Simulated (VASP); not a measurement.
# AlNi (Pm-3m) in VASP: notebook, part 4 of 4

VASP 6.6.1.

**6. Single point, PBE**

The input, INCAR:

```
SYSTEM = AlNi
ALGO     = Normal         ! electronic algorithm
EDIFF    = 1E-6           ! SCF threshold, eV
ENCUT    = 600            ! plane-wave cutoff, eV
GGA      = PE             ! functional
GGA_COMPAT= .False.      
ISIF     = 2              ! what is computed and relaxed
ISMEAR   = -1             ! smearing method
LASPH    = .True.         ! aspherical terms in the spheres
LCHARG   = .False.        ! write CHGCAR
LREAL    = .False.        ! projectors in reciprocal space
LWAVE    = .False.        ! write WAVECAR
NBANDS   = 14             ! bands
NELM     = 120            ! most SCF steps
PREC     = Accurate       ! precision mode
SIGMA    = 0.05           ! smearing width, eV
```

The input, KPOINTS:

```
k-points
0
Gamma
  9 9 9
  0 0 0
```

The input, POSCAR:

```
AlNi
1.0
    2.8810000000      0.0000000000      0.0000000000
    0.0000000000      2.8810000000      0.0000000000
    0.0000000000      0.0000000000      2.8810000000
Ni Al
1 1
Direct
    0.5000000000      0.5000000000      0.5000000000
    0.0000000000      0.0000000000      0.0000000000
```

Potentials or basis: VASP PAW PBE potentials, release 64 (Ni, Al).

Command:

```sh
> cat potpaw_PBE.64/Ni/POTCAR potpaw_PBE.64/Al/POTCAR > POTCAR
> mpirun -np 1 vasp_std > vasp.out
```

OUTCAR:

```text
SYSTEM = AlNi
   EDIFF = 1E-6
   ENCUT = 600
   GGA = PE
   ISIF = 2
   ISMEAR = -1
   LASPH = .True.
   LREAL = .False.
   NELM = 120
   PREC = Accurate

 ion  position               nearest neighbor table
   1  0.500  0.500  0.500-   2 2.50   2 2.50   2 2.50   2 2.50   2 2.50   2 2.50   2 2.50   2 2.50

   2  0.000  0.000  0.000-   1 2.50   1 2.50   1 2.50   1 2.50   1 2.50   1 2.50   1 2.50   1 2.50

  LATTYP: Found a simple cubic cell.
 ALAT       =     2.8810000000

  Lattice vectors:

 A1 = (   2.8810000000,   0.0000000000,   0.0000000000)
 A2 = (   0.0000000000,   2.8810000000,   0.0000000000)
 A3 = (   0.0000000000,   0.0000000000,   2.8810000000)

Analysis of symmetry for initial positions (statically):
=====================================================================
 Subroutine PRICEL returns:
 Original cell was already a primitive cell.

 Routine SETGRP: Setting up the symmetry group for a
 simple cubic supercell.

 Subroutine GETGRP returns: Found 48 space group operations
 (whereof 48 operations were pure point group operations)
 out of a pool of 48 trial point group operations.

The static configuration has the point symmetry O_h .

Analysis of symmetry for dynamics (positions and initial velocities):
=====================================================================
 Subroutine PRICEL returns:
 Original cell was already a primitive cell.

 Routine SETGRP: Setting up the symmetry group for a
 simple cubic supercell.

 Subroutine GETGRP returns: Found 48 space group operations
 (whereof 48 operations were pure point group operations)
 out of a pool of 48 trial point group operations.

The dynamic configuration has the point symmetry O_h .

 Subroutine INISYM returns: Found 48 space group operations
 (whereof 48 operations are pure point group operations),
 and found     1 'primitive' translations

----------------------------------------------------------------------------------------

                                     Primitive cell

  volume of cell :      23.9128

  direct lattice vectors                    reciprocal lattice vectors
     2.881000000  0.000000000  0.000000000     0.347101701  0.000000000  0.000000000
     0.000000000  2.881000000  0.000000000     0.000000000  0.347101701  0.000000000
     0.000000000  0.000000000  2.881000000     0.000000000  0.000000000  0.347101701

  length of vectors
     2.881000000  2.881000000  2.881000000     0.347101701  0.347101701  0.347101701

  position of ions in fractional coordinates (direct lattice)
     0.500000000  0.500000000  0.500000000
     0.000000000  0.000000000  0.000000000

  ion indices of the primitive-cell ions
   primitive index   ion index
                 1           1
                 2           2

----------------------------------------------------------------------------------------

 KPOINTS: k-points

Automatic generation of k-mesh.
 Grid dimensions read from file:
 generate k-points for:    9    9    9

 Generating k-lattice:

  Cartesian coordinates                     Fractional coordinates (reciprocal lattice)
     0.038566856  0.000000000  0.000000000     0.111111111  0.000000000  0.000000000
     0.000000000  0.038566856  0.000000000     0.000000000  0.111111111  0.000000000
     0.000000000  0.000000000  0.038566856     0.000000000  0.000000000  0.111111111

  Length of vectors
     0.038566856  0.038566856  0.038566856

  Shift w.r.t. Gamma in fractional coordinates (k-lattice)
     0.000000000  0.000000000  0.000000000

 Subroutine IBZKPT returns following result:
 ===========================================

 Found     35 irreducible k-points:

 Following reciprocal coordinates:
            Coordinates               Weight
  0.000000  0.000000  0.000000      1.000000
  0.111111  0.000000  0.000000      6.000000
  0.222222  0.000000  0.000000      6.000000
  0.333333  0.000000  0.000000      6.000000
  0.444444  0.000000  0.000000      6.000000
  0.111111  0.111111  0.000000     12.000000
[... 16 lines left out ...]
  0.333333  0.333333  0.111111     24.000000
  0.444444  0.333333  0.111111     48.000000
 [... further k-points ...]
   k-points           NKPTS =     35   k-points in BZ     NKDIM =     35   number of bands    NBANDS=     14
   number of dos      NEDOS =    301   number of ions     NIONS =      2
   total plane-waves  NPLWV =  13824
   dimension x,y,z NGX =    24 NGY =   24 NGZ =   24
   dimension x,y,z NGXF=    48 NGYF=   48 NGZF=   48
   ions per type =               1   1
   NGX,Y,Z   is equivalent  to a cutoff of  13.85, 13.85, 13.85 a.u.
   NGXF,Y,Z  is equivalent  to a cutoff of  27.70, 27.70, 27.70 a.u.
 SYSTEM =  AlNi
   PREC   = accura    normal or accurate (medium, high low for compatibility)
   ISTART =      0    job   : 0-new  1-cont  2-samecut
   ICHARG =      2    charge: 1-file 2-atom 10-const
   ISPIN  =      1    spin polarized calculation?
   LNONCOLLINEAR =      F non collinear calculations
   LSORBIT =      F    spin-orbit coupling
   LASPH  =      T    aspherical Exc in radial PAW
   ENCUT  =  600.0 eV  44.10 Ry    6.64 a.u.   5.75  5.75  5.75*2*pi/ulx,y,z
   NELM   =    120;   NELMIN=  2; NELMDL= -5     # of ELM steps
   EDIFF  = 0.1E-05   stopping-criterion for ELM
   LREAL  =      F    real-space projection
   EDIFFG = 0.1E-04   stopping-criterion for IOM
   NSW    =      0    number of steps for IOM
   IBRION =     -1    ionic relax: 0-MD 1-quasi-New 2-CG
   NFREE  =      0    steps in history (QN), initial steepest desc. (CG)
   ISIF   =      2    stress and relaxation
   ISYM   =      2    0-nonsym 1-usesym 2-fastsym
   POTIM  = 0.5000    time-step for ionic-motion
   TEBEG  =    0.0;   TEEND  =   0.0 temperature during run
   PSTRESS=    0.0 pullay stress
   NELECT =      13.0000    total number of electrons
   NUPDOWN=      -1.0000    fix difference up-down
   EMIN   =  10.00;   EMAX   =-10.00  energy-range for DOS
   EFERMI =   0.00;   METHOD = LEGACY
   ISMEAR =    -1;   SIGMA  =   0.05  broadening in eV -4-tet -1-fermi 0-gaus
   EFERMI_NEDOS =   21; number of points for ismear=-14 and -15
   IALGO  =     38    algorithm
   IMIX   =      4    mixing-type and parameters
     AMIX     =   0.40;   BMIX     =  1.00
     AMIX_MAG =   1.60;   BMIX_MAG =  1.00
  volume/ion in A,a.u.               =      11.96        80.69
  Fermi-wavevector in a.u.,A,eV,Ry     =   1.336122  2.524904 24.289410  1.785221
  Thomas-Fermi vector in A             =   2.464773
   LORBIT       =      0    0 simple, 1 ext, 2 COOP (PROOUT), +10 PAW based schemes
   GGA     = PE    functional components
   LHFCALC =     F    Hartree Fock is set to
   AEXX    =    0.0000 exact exchange contribution
   IVDW    =     0    specifies the selected vdW correction
   LEPSILON=     F    determine dielectric tensor
   LRPA    =     F    only Hartree local field effects (RPA)
 non-spin polarized calculation
  energy-cutoff  :      600.00
  volume of cell :       23.91
 maximum number of plane-waves:       812
 NGX is ok and might be reduce to    24
   NGX = 11   NGY = 11   NGZ = 11

 number of electron      13.0000015 magnetization

 Free energy of the ion-electron system (eV)
  ---------------------------------------------------
  ext. energy  EPLUGINS =         0.00000000
  ---------------------------------------------------
  free energy    TOTEN  =       -10.53564417 eV

  energy without entropy =      -10.52900744  energy(sigma->0) =      -10.53232580

 E-fermi :  10.0231     XC(G=0): -12.0490

 val. band max:        9.9602666919   @ k =   0.3333   0.3333   0.0000
 cond. band min:      10.0706601684   @ k =   0.3333   0.1111   0.1111
 fundamental gap:      0.1103934765
 Fermi energy:        10.0230548617

 k-point     1 :       0.0000    0.0000    0.0000
  band No.  band energies     occupation
      1      -1.1120      2.00000
      2       6.7879      2.00000
      3       6.7879      2.00000
      4       8.4704      2.00000
      5       8.4704      2.00000
      6       8.4704      2.00000
      7      15.5253      0.00000
      8      15.5253      0.00000
      9      15.5253      0.00000
     10      18.1470      0.00000
     11      18.1470      0.00000
     12      23.7657      0.00000
     13      30.9522      0.00000
     14      30.9522      0.00000
[... 375 lines left out ...]
 k-point    24 :       0.4444    0.3333    0.1111
  band No.  band energies     occupation
      1       3.9906      2.00000
      2       5.5884      2.00000
      3       7.0138      2.00000
      4       7.5354      2.00000
      5       8.0967      2.00000
      6       8.2443      2.00000
      7       9.4570      1.99998
      8      12.8569      0.00000
      9      14.3197      0.00000
     10      19.0321      0.00000
     11      21.0460      0.00000
     12      23.7381      0.00000
     13      25.7687      0.00000
     14      27.6828      0.00000

 [... further k-points ...]
[... 5 lines left out ...]
  --------------------------------------------------------------------------------------
  -------------------------------------------------------------------------------------
  Total        0.2818126      0.2818126      0.2818126     -0.0000000      0.0000000     -0.0000000
  in kB       18.8817078     18.8817078     18.8817078     -0.0000000      0.0000000     -0.0000000
  external PRESSURE =      18.8817078 kB  Pullay stress =       0.0000000 kB

 VOLUME and BASIS-vectors are now :
 -----------------------------------------------------------------------------
  energy-cutoff  :      600.00
  volume of cell :       23.91
      direct lattice vectors                 reciprocal lattice vectors
     2.881000000  0.000000000  0.000000000     0.347101701  0.000000000  0.000000000
     0.000000000  2.881000000  0.000000000     0.000000000  0.347101701  0.000000000
     0.000000000  0.000000000  2.881000000     0.000000000  0.000000000  0.347101701

 POSITION                                       TOTAL-FORCE (eV/Angst)
 -----------------------------------------------------------------------------------
      1.44050      1.44050      1.44050         0.000000      0.000000      0.000000
      0.00000      0.00000      0.00000         0.000000      0.000000      0.000000
 -----------------------------------------------------------------------------------
    total drift:                                0.000000      0.000000     -0.000000

  FREE ENERGIE OF THE ION-ELECTRON SYSTEM (eV)
  ---------------------------------------------------
  free  energy   TOTEN  =       -10.5356441725 eV

  energy  without entropy=      -10.5290074354  energy(sigma->0) =      -10.53232580
```

It took 3.9 s on 1 thread of Intel Xeon 6975P-C (Granite Rapids), shared host; peak memory 0.14 GiB.

Results:

| Quantity | Value |
| --- | --- |
| Free energy | -10.5356 eV |
| Pressure | 1.9 GPa |

Levels at points of the mesh, in eV from the Fermi level:
| k point | band 3 | band 4 | band 5 | band 6 | band 7 | band 8 | band 9 | band 10 |
| --- | --- | --- | --- | --- | --- | --- | --- | --- |
| (0.00, 0.00, 0.00) | -3.24 | -1.55 | -1.55 | -1.55 | 5.50 | 5.50 | 5.50 | 8.12 |

Spin polarisation is off, so any magnetic state and its effect on volume and gap are missing.

**7. The runs side by side**

```tsv
task	level	spin	cell	gap on the mesh (eV)	pressure (GPa)	moment (μB)	relaxed volume (Å³/atom)
relaxation of cell and atoms	PBE	collinear, ferromagnetic start	relaxed from a = 2.881 Å, 2 atoms	none	0.0	0.00	12.10
relaxation of cell and atoms	BLYP	collinear, ferromagnetic start	relaxed from a = 2.881 Å, 2 atoms	none	0.0	0.00	12.49
single point	RPBE+D4	collinear, ferromagnetic start	a = 2.852 Å, 2 atoms	none	-0.2	0.00	-
relaxation of cell and atoms	RPBE+D4	collinear, ferromagnetic start	relaxed from a = 2.881 Å, 2 atoms	none	0.0	0.00	11.58
single point	PBE	off	a = 2.881 Å, 2 atoms	none	1.9	-	-
```

Alike in all rows: potentials or basis VASP PAW PBE potentials, release 64 (Ni, Al); k mesh 9 × 9 × 9; cutoff (eV) 600; smearing fermi-dirac 0.05 eV.

Caveats: the PAW data sets were made with another functional, which shifts forces and pressure a little (some runs); pairwise dispersion overbinds metals, which lowers pressure and volume (some runs).

Total energies depend on the potentials used, so only differences within one code and one set of settings carry meaning.
